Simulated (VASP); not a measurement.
Here is a VASP 6.6.1 calculation.

File INCAR:

```
PREC = Accurate
ENCUT = 600
EDIFF = 1E-6
ISMEAR = -1
SIGMA = 0.05
LREAL = False
LASPH = True
NELM = 80
ALGO = Normal
ISIF = 3
LWAVE = False
LCHARG = False
GGA = CA
IBRION = 2
NSW = 60
EDIFFG = -0.01
```

KPOINTS

```
regular mesh
0
Gamma
  5 5 5
```

File POSCAR:

```
CsPbCl3
1.0
    5.6050000000      0.0000000000      0.0000000000
    0.0000000000      5.6050000000      0.0000000000
    0.0000000000      0.0000000000      5.6050000000
Pb Cs Cl
1 1 3
Direct
    0.5000000000      0.5000000000      0.5000000000
    0.0000000000      0.0000000000      0.0000000000
    0.5000000000      0.0000000000      0.5000000000
    0.0000000000      0.5000000000      0.5000000000
    0.5000000000      0.5000000000      0.0000000000
```

Potentials or basis: VASP PAW LDA potentials, release 64 (Pb_d, Cs_sv, Cl).

Launch:

```sh
$ cat potpaw_LDA.64/Pb_d/POTCAR potpaw_LDA.64/Cs_sv/POTCAR potpaw_LDA.64/Cl/POTCAR > POTCAR
$ mpirun -np 1 vasp_std > vasp.out
```

Problem. Predict the space group after relaxing (to 0.1 Å).

Solution. Pm-3m (No. 221).

Problem. Estimate the relaxed volume.

Solution. 33.66 Å³/atom.

Step by step:
| step | energy change (eV) | largest force (eV/Å) | pressure (GPa) | volume (Å³) |
| --- | --- | --- | --- | --- |
| 1 | 0.0000 | 0.0000 | -1.21 | 176.09 |
| 2 | -0.0298 | 0.0000 | -0.19 | 169.41 |
| 3 | -0.0305 | 0.0000 | -0.01 | 168.32 |

 LDA usually gives volumes a few per cent too small.
